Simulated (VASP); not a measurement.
# C (Imma) in VASP: a series of runs

The runs below take C through single point, with PBE.

Program: VASP 6.6.1. These are calculated values, not measurements. Logs are shortened: lines on timing, memory, paths and dates and some standing lists are left out, and cuts for length are marked.

## 1. The cell of the first run

Symmetry: Imma, No. 74, orthorhombic system. Conventional cell: a = 2.428 Å, b = 2.617 Å, c = 3.567 Å, α = 90.00°, β = 90.00°, γ = 90.00°. C (site symmetry mm2) has 4 C at 1.51 to 1.58 Å within 2.0 Å.

## 2. Single point, PBE (strain +0.0750 x Voigt [0, 0, 0, 1, 0, 0])

INCAR reads:

```
ALGO = Normal
EDIFF = 1E-7
ENCUT = 520
GGA = PE
ISIF = 2
ISMEAR = 0
LASPH = T
LCHARG = T
LELF = T
LREAL = F
LVHAR = T
LWAVE = F
NBANDS = 11
NELM = 80
PREC = Accurate
SIGMA = 0.05
```

KPOINTS reads:

```
k-points
0
Gamma
  12 12 12
```

POSCAR reads:

```
C
1.0
    0.0000000000      1.8502775000      1.8502775000
    1.7834000000      0.0668775000      1.7834000000
    1.7834000000      1.7834000000      0.0668775000
C
2
Direct
    0.5000000000      0.5000000000      0.5000000000
    0.7500000000      0.7500000000      0.7500000000
```

Potentials or basis: VASP PAW PBE potentials, release 64 (C).

Command:

```sh
$ cat potpaw_PBE.64/C/POTCAR > POTCAR
$ mpirun -np 1 vasp_std > vasp.out
```

OUTCAR:

```text
EDIFF = 1E-7
   ENCUT = 520
   GGA = PE
   ISIF = 2
   ISMEAR = 0
   LASPH = T
   LREAL = F
   NELM = 80
   PREC = Accurate

 ion  position               nearest neighbor table
   1  0.500  0.500  0.500-   2 1.51   2 1.51   2 1.58   2 1.58
   2  0.750  0.750  0.750-   1 1.51   1 1.51   1 1.58   1 1.58

  LATTYP: Found a body centered orthorhombic cell.
 ALAT       =     2.4275293996
 B/A-ratio  =     1.0779220779
 C/A-ratio  =     1.4693127921

  Lattice vectors:

 A1 = (  -1.7834000000,   1.7834000000,   0.0668775000)
 A2 = (  -1.7834000000,  -1.7834000000,  -0.0668775000)
 A3 = (   1.7834000000,   0.0668775000,   1.7834000000)

Analysis of symmetry for initial positions (statically):
=====================================================================
 Subroutine PRICEL returns:
 Original cell was already a primitive cell.

 Routine SETGRP: Setting up the symmetry group for a
 body centered orthorhombic supercell.

 Subroutine GETGRP returns: Found  8 space group operations
 (whereof  4 operations were pure point group operations)
 out of a pool of  8 trial point group operations.

The static configuration has the point symmetry C_2v.
 The point group associated with its full space group is D_2h.

Analysis of symmetry for dynamics (positions and initial velocities):
=====================================================================
 Subroutine PRICEL returns:
 Original cell was already a primitive cell.

 Routine SETGRP: Setting up the symmetry group for a
 body centered orthorhombic supercell.

 Subroutine GETGRP returns: Found  8 space group operations
 (whereof  4 operations were pure point group operations)
 out of a pool of  8 trial point group operations.

The dynamic configuration has the point symmetry C_2v.
 The point group associated with its full space group is D_2h.

 Subroutine INISYM returns: Found  8 space group operations
 (whereof  4 operations are pure point group operations),
 and found     1 'primitive' translations

----------------------------------------------------------------------------------------

                                     Primitive cell

  volume of cell :      11.3283

  direct lattice vectors                    reciprocal lattice vectors
     0.000000000  1.850277500  1.850277500    -0.280363351  0.270229736  0.270229736
     1.783400000  0.066877500  1.783400000     0.280363351 -0.291286598  0.291286598
     1.783400000  1.783400000  0.066877500     0.280363351  0.291286598 -0.291286598

  length of vectors
     2.616687535  2.522994990  2.522994990     0.473974502  0.498296471  0.498296471

  position of ions in fractional coordinates (direct lattice)
     0.500000000  0.500000000  0.500000000
     0.750000000  0.750000000  0.750000000

  ion indices of the primitive-cell ions
   primitive index   ion index
                 1           1
                 2           2

----------------------------------------------------------------------------------------

 KPOINTS: k-points

Automatic generation of k-mesh.
 Grid dimensions read from file:
 generate k-points for:   12   12   12

 Generating k-lattice:

  Cartesian coordinates                     Fractional coordinates (reciprocal lattice)
    -0.023363613  0.022519145  0.022519145     0.083333333 -0.000000000 -0.000000000
     0.023363613 -0.024273883  0.024273883     0.000000000  0.083333333 -0.000000000
     0.023363613  0.024273883 -0.024273883     0.000000000  0.000000000  0.083333333

  Length of vectors
     0.039497875  0.041524706  0.041524706

  Shift w.r.t. Gamma in fractional coordinates (k-lattice)
     0.000000000  0.000000000  0.000000000

 Subroutine IBZKPT returns following result:
 ===========================================

 Found    280 irreducible k-points:

 Following reciprocal coordinates:
            Coordinates               Weight
  0.000000  0.000000  0.000000      1.000000
  0.083333  0.000000  0.000000      4.000000
  0.166667  0.000000  0.000000      4.000000
  0.250000  0.000000  0.000000      4.000000
  0.333333  0.000000  0.000000      4.000000
  0.416667  0.000000  0.000000      4.000000
[... 16 lines left out ...]
  0.250000  0.166667  0.000000      8.000000
  0.333333  0.166667 -0.000000      8.000000
 [... further k-points ...]
   k-points           NKPTS =    280   k-points in BZ     NKDIM =    280   number of bands    NBANDS=     11
   number of dos      NEDOS =    301   number of ions     NIONS =      2
   total plane-waves  NPLWV =   8000
   dimension x,y,z NGX =    20 NGY =   20 NGZ =   20
   dimension x,y,z NGXF=    40 NGYF=   40 NGZF=   40
   ions per type =               2
   NGX,Y,Z   is equivalent  to a cutoff of  12.71, 13.18, 13.18 a.u.
   NGXF,Y,Z  is equivalent  to a cutoff of  25.41, 26.36, 26.36 a.u.
 SYSTEM =  unknown system
   PREC   = accura    normal or accurate (medium, high low for compatibility)
   ISTART =      0    job   : 0-new  1-cont  2-samecut
   ICHARG =      2    charge: 1-file 2-atom 10-const
   ISPIN  =      1    spin polarized calculation?
   LNONCOLLINEAR =      F non collinear calculations
   LSORBIT =      F    spin-orbit coupling
   LASPH  =      T    aspherical Exc in radial PAW
   ENCUT  =  520.0 eV  38.22 Ry    6.18 a.u.   4.87  4.69  4.69*2*pi/ulx,y,z
   NELM   =     80;   NELMIN=  2; NELMDL= -5     # of ELM steps
   EDIFF  = 0.1E-06   stopping-criterion for ELM
   LREAL  =      F    real-space projection
   EDIFFG = 0.1E-05   stopping-criterion for IOM
   NSW    =      0    number of steps for IOM
   IBRION =     -1    ionic relax: 0-MD 1-quasi-New 2-CG
   NFREE  =      0    steps in history (QN), initial steepest desc. (CG)
   ISIF   =      2    stress and relaxation
   ISYM   =      2    0-nonsym 1-usesym 2-fastsym
   POTIM  = 0.5000    time-step for ionic-motion
   TEBEG  =    0.0;   TEEND  =   0.0 temperature during run
   PSTRESS=    0.0 pullay stress
   NELECT =       8.0000    total number of electrons
   NUPDOWN=      -1.0000    fix difference up-down
   EMIN   =  10.00;   EMAX   =-10.00  energy-range for DOS
   EFERMI =   0.00;   METHOD = LEGACY
   ISMEAR =     0;   SIGMA  =   0.05  broadening in eV -4-tet -1-fermi 0-gaus
   EFERMI_NEDOS =   21; number of points for ismear=-14 and -15
   IALGO  =     38    algorithm
   IMIX   =      4    mixing-type and parameters
     AMIX     =   0.40;   BMIX     =  1.00
     AMIX_MAG =   1.60;   BMIX_MAG =  1.00
  volume/ion in A,a.u.               =       5.66        38.22
  Fermi-wavevector in a.u.,A,eV,Ry     =   1.457862  2.754960 28.917305  2.125362
  Thomas-Fermi vector in A             =   2.574614
   LORBIT       =      0    0 simple, 1 ext, 2 COOP (PROOUT), +10 PAW based schemes
   GGA     = PE    functional components
   LHFCALC =     F    Hartree Fock is set to
   AEXX    =    0.0000 exact exchange contribution
   IVDW    =     0    specifies the selected vdW correction
   LEPSILON=     F    determine dielectric tensor
   LRPA    =     F    only Hartree local field effects (RPA)
 non-spin polarized calculation
 Gauss-broadening in eV      SIGMA  =   0.05
  energy-cutoff  :      520.00
  volume of cell :       11.33
 maximum number of plane-waves:       317
   NGX =  9   NGY =  9   NGZ =  9

 number of electron       8.0000000 magnetization

 Free energy of the ion-electron system (eV)
  ---------------------------------------------------
  ext. energy  EPLUGINS =         0.00000000
  ---------------------------------------------------
  free energy    TOTEN  =       -18.07106435 eV

  energy without entropy =      -18.07106435  energy(sigma->0) =      -18.07106435

 E-fermi :  10.0457     XC(G=0): -13.2567

 val. band max:        9.7934749581   @ k =   0.0000   0.0000   0.0000
 cond. band min:      13.1172821706   @ k =   0.0000   0.5000   0.5000
 fundamental gap:      3.3238072124
 Fermi energy:        10.0456964128

 k-point     1 :       0.0000    0.0000    0.0000
  band No.  band energies     occupation
      1     -11.7654      2.00000
      2       9.6449      2.00000
      3       9.7622      2.00000
      4       9.7935      2.00000
      5      14.2273      0.00000
      6      15.0339      0.00000
      7      16.5115      0.00000
      8      23.5059      0.00000
      9      29.1537      0.00000
     10      36.3032      0.00000
     11      36.4630      0.00000

 k-point     2 :       0.0833    0.0000    0.0000
  band No.  band energies     occupation
      1     -11.5833      2.00000
      2       8.2726      2.00000
      3       9.4232      2.00000
      4       9.5313      2.00000
      5      14.9128      0.00000
      6      15.8206      0.00000
      7      16.8529      0.00000
      8      23.6064      0.00000
      9      29.4087      0.00000
     10      34.1759      0.00000
     11      34.9040      0.00000

 k-point     3 :       0.1667    0.0000    0.0000
  band No.  band energies     occupation
      1     -11.0396      2.00000
      2       5.5987      2.00000
      3       8.8318      2.00000
      4       8.9264      2.00000
      5      15.8346      0.00000
      6      17.3860      0.00000
      7      17.6269      0.00000
      8      23.9186      0.00000
      9      29.9404      0.00000
     10      32.6663      0.00000
     11      33.6034      0.00000
[... 267 lines left out ...]
 k-point    23 :       0.2500    0.1667    0.0000
  band No.  band energies     occupation
      1     -10.0958      2.00000
      2       4.9622      2.00000
      3       6.4821      2.00000
      4       7.0130      2.00000
      5      15.1473      0.00000
      6      19.6320      0.00000
      7      20.0533      0.00000
      8      22.2764      0.00000
      9      29.7023      0.00000
     10      31.2209      0.00000
     11      37.2966      0.00000

 k-point    24 :       0.3333    0.1667   -0.0000
  band No.  band energies     occupation
      1      -9.1093      2.00000
      2       2.3749      2.00000
      3       6.0373      2.00000
      4       6.3378      2.00000
      5      15.9685      0.00000
      6      20.3692      0.00000
      7      21.0313      0.00000
      8      22.3256      0.00000
      9      30.3448      0.00000
     10      31.3462      0.00000
     11      36.9290      0.00000

 [... further k-points ...]

------------------------ aborting loop because EDIFF is reached ----------------------------------------

  FORCE on cell =-STRESS in cart. coord.  units (eV):
  Direction    XX          YY          ZZ          XY          YZ          ZX
  --------------------------------------------------------------------------------------
  -------------------------------------------------------------------------------------
  Total        0.2293904      0.4638885      0.4638885      0.0000000     -3.0372179      0.0000000
  in kB       32.4429762     65.6083434     65.6083434      0.0000000   -429.5575985      0.0000000
  external PRESSURE =      54.5532210 kB  Pullay stress =       0.0000000 kB

 VOLUME and BASIS-vectors are now :
 -----------------------------------------------------------------------------
  energy-cutoff  :      520.00
  volume of cell :       11.33
      direct lattice vectors                 reciprocal lattice vectors
     0.000000000  1.850277500  1.850277500    -0.280363351  0.270229736  0.270229736
     1.783400000  0.066877500  1.783400000     0.280363351 -0.291286598  0.291286598
     1.783400000  1.783400000  0.066877500     0.280363351  0.291286598 -0.291286598

 POSITION                                       TOTAL-FORCE (eV/Angst)
 -----------------------------------------------------------------------------------
      1.78340      1.85028      1.85028         0.247119      0.000000      0.000000
      2.67510      2.77542      2.77542        -0.247119     -0.000000     -0.000000
 -----------------------------------------------------------------------------------
    total drift:                                0.000000     -0.000000      0.000000

  FREE ENERGIE OF THE ION-ELECTRON SYSTEM (eV)
  ---------------------------------------------------
  free  energy   TOTEN  =       -18.0710643483 eV

  energy  without entropy=      -18.0710643483  energy(sigma->0) =      -18.07106435
```

Wall time 53 s (1 thread of AMD EPYC 7R43 (Zen 3), shared host); peak memory 0.1 GiB.

What came out:

- Free energy: -18.0711 eV
- Pressure: 5.5 GPa
- Largest force: 0.247 eV/Å
- Band gap on the k mesh: 3.32 eV, indirect (least direct gap 4.43 eV)

Forces on the atoms (eV/Å):
```
C    0.247  0.000  0.000
C   -0.247  0.000  0.000
```

Caveat: the cell differs from its parent crystal (strain +0.0750 x Voigt [0, 0, 0, 1, 0, 0]). A k mesh can miss the band edges.

## 3. Single point, PBE (strain -0.0500 x Voigt [0, 0, 0, 1, 0, 0])

INCAR reads:

```
ALGO     = Normal         # electronic algorithm
EDIFF    = 1E-7           # SCF threshold, eV
ENCUT    = 520            # plane-wave cutoff, eV
GGA      = PE             # functional
ISIF     = 2              # what is computed and relaxed
ISMEAR   = 0              # smearing method
LASPH    = T              # aspherical terms in the spheres
LCHARG   = F              # write CHGCAR
LREAL    = F              # projectors in reciprocal space
LWAVE    = F              # write WAVECAR
NBANDS   = 11             # bands
NELM     = 60             # most SCF steps
PREC     = Accurate       # precision mode
SIGMA    = 0.05           # smearing width, eV
```

KPOINTS is that of step 2.

POSCAR reads:

```
C
1.0
    0.0000000000      1.7388150000      1.7388150000
    1.7834000000     -0.0445850000      1.7834000000
    1.7834000000      1.7834000000     -0.0445850000
C
2
Direct
    0.5000000000      0.5000000000      0.5000000000
    0.7500000000      0.7500000000      0.7500000000
```

Potentials or basis: VASP PAW PBE potentials, release 64 (C).

Command:

```sh
$ cat potpaw_PBE.64/C/POTCAR > POTCAR
$ mpirun -np 1 vasp_std > vasp.out
```

Run time: 33 s. Hardware: 1 thread of AMD EPYC 7R43 (Zen 3), shared host; peak memory 0.1 GiB.

The run converged. Its results:

```
Free energy            : -18.1346 eV
Pressure               : 3.8 GPa
Largest force          : 0.162 eV/Å
Band gap on the k mesh : 3.79 eV, indirect (least direct gap 4.82 eV)
```

Forces in eV/Å, atoms in the order of the input:
```
C   -0.162  0.000  0.000
C    0.162  0.000  0.000
```

Stress tensor (GPa, compression positive):
```
 2.79  0.00  0.00
 0.00  4.27 28.56
 0.00 28.56  4.27
```

Levels at points of the mesh, in eV from the valence-band top:
```csv
k point,band 1,band 2,band 3,band 4,band 5,band 6,band 7,band 8
"(0.00, 0.00, 0.00)",-21.51,-0.07,-0.02,0.00,4.82,5.43,6.34,13.50
"(0.50, 0.00, 0.00)",-15.37,-13.43,-3.12,-2.96,7.91,7.95,9.02,15.63
"(0.00, 0.50, 0.00)",-16.09,-13.38,-2.63,-2.55,7.96,9.01,9.63,15.70
"(0.50, 0.50, 0.00)",-12.79,-12.79,-6.31,-6.31,4.74,4.74,16.65,16.65
"(0.00, 0.50, 0.50)",-13.09,-12.52,-6.81,-5.80,3.79,5.76,16.77,16.84
```

Caveat: the cell differs from its parent crystal (strain -0.0500 x Voigt [0, 0, 0, 1, 0, 0]).
